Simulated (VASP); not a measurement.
A run of VASP 6.6.1:

Contents of INCAR:

```
  ALGO = Normal
  EDIFF = 1E-7
  ENCUT = 520
  GGA = PS
  ISIF = 2
  ISMEAR = 0
  LASPH = True
  LCHARG = False
  LREAL = False
  LWAVE = False
  NBANDS = 26
  NELM = 60
  PREC = Accurate
  SIGMA = 0.01
```

Contents of KPOINTS:

```
k-points
0
Gamma
  15 15 8
```

The input POSCAR:

```
GaN
1.0
    3.1828228670      0.0000000000      0.0000000000
   -1.5914114335      2.7564054586      0.0000000000
    0.0000000000      0.0000000000      5.1856869688
Ga N
2 2
Direct
    0.3333333333      0.6666666667      0.0001944101
    0.6666666667      0.3333333333      0.5001944101
    0.3333333333      0.6666666667      0.3768055899
    0.6666666667      0.3333333333      0.8768055899
```

Potentials or basis: VASP PAW PBE potentials, release 64 (Ga_d, N).

Command:

```console
$ cat potpaw_PBE.64/Ga_d/POTCAR potpaw_PBE.64/N/POTCAR > POTCAR
$ mpirun -np 1 vasp_std > vasp.out
```

Hardware: 1 thread of Intel Xeon 8259CL, on a shared host.

Task: How long does it take, and how much memory?

Result: Wall time 3.7 min on 1 thread of Intel Xeon 8259CL (shared host), peak memory 0.26 GiB. Counts: scf iterations 17, k points 135.
